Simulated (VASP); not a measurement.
# NaH (P-6m2) in VASP: notebook

Runs on NaH. Level: PBE. Tasks: density of states, vibrations by perturbation theory, elastic constants.

Everything below comes from runs of VASP 6.6.1. Logs are shortened: lines on timing, memory, paths and dates and some standing lists are left out, and cuts for length are marked.

## Step 1: The cell of the first run

The structure is hexagonal, space group P-6m2 (No. 187). Conventional cell: a = 3.308 Å, b = 3.308 Å, c = 3.025 Å, α = 90.00°, β = 90.00°, γ = 120.00°. Within 3.2 Å of Na (site symmetry -6m2) lie 6 H at 2.44 Å and 2 Na at 3.03 Å. H (site symmetry -6m2) has 6 Na at 2.44 Å and 2 H at 3.03 Å within 3.2 Å.

## Step 2: Density of states, PBE

File POSCAR:

```
NaH
1.0
    3.3083145868      0.0000000000      0.0000000000
   -1.6541572934      2.8650844759      0.0000000000
    0.0000000000      0.0000000000      3.0251331538
Na H
1 1
Direct
    0.3333333333      0.6666666667      0.5000000000
    0.6666666667      0.3333333333      0.0000000000
```

File INCAR.step1:

```
SYSTEM = NaH
ALGO = Normal ; EDIFF = 1E-6
ENCUT = 400 ; GGA = PE
GGA_COMPAT = .FALSE. ; ISIF = 2
ISMEAR = 0 ; LASPH = .TRUE.
LCHARG = .TRUE. ; LORBIT = 11
LREAL = .FALSE. ; LWAVE = .FALSE.
NBANDS = 11 ; NEDOS = 2001
NELM = 120 ; PREC = Accurate
SIGMA = 0.02
```

File KPOINTS.step1:

```
k-points
0
G
  12 12 10
  0 0 0
```

File INCAR.step2:

```
SYSTEM = NaH
ALGO = Normal ; EDIFF = 1E-6
ENCUT = 400 ; GGA = PE
GGA_COMPAT = .FALSE. ; ICHARG = 11
ISIF = 2 ; ISMEAR = -5
LASPH = .TRUE. ; LCHARG = .FALSE.
LORBIT = 11 ; LREAL = .FALSE.
LWAVE = .FALSE. ; NEDOS = 1001
NELM = 120 ; PREC = Accurate
SIGMA = 0.02
```

File KPOINTS.step2:

```
k-points
0
G
  18 18 15
  0 0 0
```

Potentials or basis: VASP PAW PBE potentials, release 64 (Na_pv, H).

Started as:

```
> cat potpaw_PBE.64/Na_pv/POTCAR potpaw_PBE.64/H/POTCAR > POTCAR
> cp INCAR.step1 INCAR
> cp KPOINTS.step1 KPOINTS
> mpirun -np 1 vasp_std > vasp.out
> cp INCAR.step2 INCAR
> cp KPOINTS.step2 KPOINTS
> mpirun -np 1 vasp_std > vasp.out
```

OUTCAR:

```text
SYSTEM = NaH
   EDIFF = 1E-6
   ENCUT = 400
   GGA = PE
   ICHARG = 11
   ISIF = 2
   ISMEAR = -5
   LASPH = .TRUE.
   LORBIT = 11
   LREAL = .FALSE.
   NELM = 120
   PREC = Accurate

 ion  position               nearest neighbor table
   1  0.333  0.667  0.500-
   2  0.667  0.333  0.000-

  LATTYP: Found a hexagonal cell.
 ALAT       =     3.3083145868
 C/A-ratio  =     0.9144031120

  Lattice vectors:

 A1 = (   3.3083145868,   0.0000000000,   0.0000000000)
 A2 = (  -1.6541572934,   2.8650844759,   0.0000000000)
 A3 = (   0.0000000000,   0.0000000000,   3.0251331538)

Analysis of symmetry for initial positions (statically):
=====================================================================
 Subroutine PRICEL returns:
 Original cell was already a primitive cell.

 Routine SETGRP: Setting up the symmetry group for a
 hexagonal supercell.

 Subroutine GETGRP returns: Found 12 space group operations
 (whereof 12 operations were pure point group operations)
 out of a pool of 24 trial point group operations.

The static configuration has the point symmetry D_3h.

Analysis of symmetry for dynamics (positions and initial velocities):
=====================================================================
 Subroutine PRICEL returns:
 Original cell was already a primitive cell.

 Routine SETGRP: Setting up the symmetry group for a
 hexagonal supercell.

 Subroutine GETGRP returns: Found 12 space group operations
 (whereof 12 operations were pure point group operations)
 out of a pool of 24 trial point group operations.

The dynamic configuration has the point symmetry D_3h.

 Subroutine INISYM returns: Found 12 space group operations
 (whereof 12 operations are pure point group operations),
 and found     1 'primitive' translations

----------------------------------------------------------------------------------------

                                     Primitive cell

  volume of cell :      28.6740

  direct lattice vectors                    reciprocal lattice vectors
     3.308314587  0.000000000  0.000000000     0.302268715  0.174514924  0.000000000
    -1.654157293  2.865084476  0.000000000     0.000000000  0.349029848  0.000000000
     0.000000000  0.000000000  3.025133154     0.000000000  0.000000000  0.330563962

  length of vectors
[... 86 lines left out ...]
   EDIFFG = 0.1E-04   stopping-criterion for IOM
   NSW    =      0    number of steps for IOM
   IBRION =     -1    ionic relax: 0-MD 1-quasi-New 2-CG
   NFREE  =      0    steps in history (QN), initial steepest desc. (CG)
   ISIF   =      2    stress and relaxation
   ISYM   =      2    0-nonsym 1-usesym 2-fastsym
   POTIM  = 0.5000    time-step for ionic-motion
   TEBEG  =    0.0;   TEEND  =   0.0 temperature during run
   PSTRESS=    0.0 pullay stress
   NELECT =       8.0000    total number of electrons
   NUPDOWN=      -1.0000    fix difference up-down
   EMIN   =  10.00;   EMAX   =-10.00  energy-range for DOS
   EFERMI =   0.00;   METHOD = LEGACY
   ISMEAR =    -5;   SIGMA  =   0.02  broadening in eV -4-tet -1-fermi 0-gaus
   EFERMI_NEDOS =   21; number of points for ismear=-14 and -15
   IALGO  =     38    algorithm
   IMIX   =      4    mixing-type and parameters
     AMIX     =   0.40;   BMIX     =  1.00
     AMIX_MAG =   1.60;   BMIX_MAG =  1.00
  volume/ion in A,a.u.               =      14.34        96.75
  Fermi-wavevector in a.u.,A,eV,Ry     =   1.069733  2.021502 15.569527  1.144328
  Thomas-Fermi vector in A             =   2.205421
   LORBIT       =     11    0 simple, 1 ext, 2 COOP (PROOUT), +10 PAW based schemes
   GGA     = PE    functional components
   LHFCALC =     F    Hartree Fock is set to
   AEXX    =    0.0000 exact exchange contribution
   IVDW    =     0    specifies the selected vdW correction
   LEPSILON=     F    determine dielectric tensor
   LRPA    =     F    only Hartree local field effects (RPA)
 non-spin polarized calculation
 Fermi weights with tetrahedron method with Bloechl corrections
  energy-cutoff  :      400.00
  volume of cell :       28.67
 maximum number of plane-waves:       538
 NGX is ok and might be reduce to    24

 number of electron       8.0000004 magnetization

 Free energy of the ion-electron system (eV)
  ---------------------------------------------------
  ext. energy  EPLUGINS =         0.00000000
  ---------------------------------------------------
  free energy    TOTEN  =        -4.91915529 eV

  energy without entropy =       -4.91915529  energy(sigma->0) =       -4.91915529

 E-fermi :  -0.3214     XC(G=0):  -7.6958

 val. band max:       -0.3419157474   @ k =   0.3333   0.3333   0.4667
 cond. band min:       2.0619962943   @ k =   0.0000   0.0000   0.4667
 fundamental gap:      2.4039120418
 Fermi energy:        -0.3213833146

 k-point     1 :       0.0000    0.0000    0.0000
  band No.  band energies     occupation
      1     -23.4528      2.00000
      2     -23.4528      2.00000
      3     -23.4102      2.00000
      4      -4.6857      2.00000
      5       8.3467      0.00000
      6      12.1678      0.00000
      7      12.9877      0.00000
      8      13.0714      0.00000
[... 243 lines left out ...]
 k-point    24 :       0.3889    0.1111    0.0000
  band No.  band energies     occupation
      1     -23.5425      2.00000
      2     -23.4807      2.00000
      3     -23.4002      2.00000
      4      -2.1881      2.00000
      5       2.6729      0.00000
      6       7.4512      0.00000
      7      12.3306      0.00000
      8      14.1874      0.00000

 [... further k-points ...]
[... 5 lines left out ...]
  --------------------------------------------------------------------------------------
  -------------------------------------------------------------------------------------
  Total       -0.0754901     -0.0754901     -0.0845771      0.0000000     -0.0000000     -0.0000000
  in kB       -4.2180537     -4.2180537     -4.7257900      0.0000000     -0.0000000     -0.0000000
  external PRESSURE =      -4.3872992 kB  Pullay stress =       0.0000000 kB

 VOLUME and BASIS-vectors are now :
 -----------------------------------------------------------------------------
  energy-cutoff  :      400.00
  volume of cell :       28.67
      direct lattice vectors                 reciprocal lattice vectors
     3.308314587  0.000000000  0.000000000     0.302268715  0.174514924  0.000000000
    -1.654157293  2.865084476  0.000000000     0.000000000  0.349029848  0.000000000
     0.000000000  0.000000000  3.025133154     0.000000000  0.000000000  0.330563962

 POSITION                                       TOTAL-FORCE (eV/Angst)
 -----------------------------------------------------------------------------------
     -0.00000      1.91006      1.51257        -0.000000      0.000000      0.000000
      1.65416      0.95503      0.00000         0.000000     -0.000000      0.000000
 -----------------------------------------------------------------------------------
    total drift:                                0.002089     -0.001206     -0.000000

  FREE ENERGIE OF THE ION-ELECTRON SYSTEM (eV)
  ---------------------------------------------------
  free  energy   TOTEN  =        -4.9191552860 eV

  energy  without entropy=       -4.9191552860  energy(sigma->0) =       -4.91915529

 total charge

# of ion       s       p       d       tot
------------------------------------------
    1        0.059   5.985   0.000   6.044
    2        0.515   0.001   0.000   0.515
--------------------------------------------------
tot          0.574   5.986   0.000   6.560
```

OUTCAR.step1:

```text
SYSTEM = NaH
   EDIFF = 1E-6
   ENCUT = 400
   GGA = PE
   ISIF = 2
   ISMEAR = 0
   LASPH = .TRUE.
   LORBIT = 11
   LREAL = .FALSE.
   NELM = 120
[... 560 lines left out ...]
    total drift:                                0.000000     -0.000000     -0.000000

  FREE ENERGIE OF THE ION-ELECTRON SYSTEM (eV)
  ---------------------------------------------------
  free  energy   TOTEN  =        -4.9191750242 eV

  energy  without entropy=       -4.9191750242  energy(sigma->0) =       -4.91917502

 total charge

# of ion       s       p       d       tot
------------------------------------------
    1        0.059   5.985   0.000   6.044
    2        0.515   0.001   0.000   0.515
--------------------------------------------------
tot          0.574   5.986   0.000   6.560
```

OSZICAR.step1:

```text
N       E                     dE             d eps       ncg     rms          rms(c)
DAV:   1     0.316420049121E+02    0.31642E+02   -0.42545E+03  2532   0.651E+02
DAV:   2    -0.432772950970E+01   -0.35970E+02   -0.35338E+02  2577   0.172E+02
DAV:   3    -0.538390225800E+01   -0.10562E+01   -0.10549E+01  3119   0.295E+01
DAV:   4    -0.539020103630E+01   -0.62988E-02   -0.62984E-02  2825   0.228E+00
DAV:   5    -0.539025645483E+01   -0.55419E-04   -0.55418E-04  2935   0.216E-01    0.322E+00
DAV:   6    -0.501784727227E+01    0.37241E+00   -0.36436E-01  2905   0.287E+00    0.150E+00
DAV:   7    -0.491345126467E+01    0.10440E+00   -0.37936E-01  2855   0.226E+00    0.388E-01
DAV:   8    -0.491926683505E+01   -0.58156E-02   -0.12720E-02  2672   0.103E+00    0.844E-02
DAV:   9    -0.491916440972E+01    0.10243E-03   -0.18022E-03  2916   0.409E-01    0.263E-02
DAV:  10    -0.491916376996E+01    0.63976E-06   -0.12505E-04  2732   0.649E-02    0.601E-03
DAV:  11    -0.491917445605E+01   -0.10686E-04   -0.14598E-05  2741   0.178E-02    0.438E-03
DAV:  12    -0.491917502416E+01   -0.56811E-06   -0.74833E-07  2931   0.464E-03
   1 F= -.49191750E+01 E0= -.49191750E+01  d E =-.472487E-15
```

It took 37 s on 1 thread of AMD EPYC 7R43 (Zen 3), shared host; peak memory 0.13 GiB.

Results:

```yaml
Valence_electrons_inside_the_program's_atomic_spheres: Na 6.04; H 0.52
```

Levels at points of the mesh, in eV from the valence-band top:
| k point | band 1 | band 2 | band 3 | band 4 | band 5 | band 6 | band 7 | band 8 |
| --- | --- | --- | --- | --- | --- | --- | --- | --- |
| (0.00, 0.00, 0.00) | -23.11 | -23.11 | -23.07 | -4.34 | 8.69 | 12.51 | 13.33 | 13.41 |
| (0.50, 0.00, 0.00) | -23.21 | -23.13 | -23.06 | -1.79 | 2.65 | 9.58 | 10.73 | 14.32 |

(Part 1 of 2 ends here.)
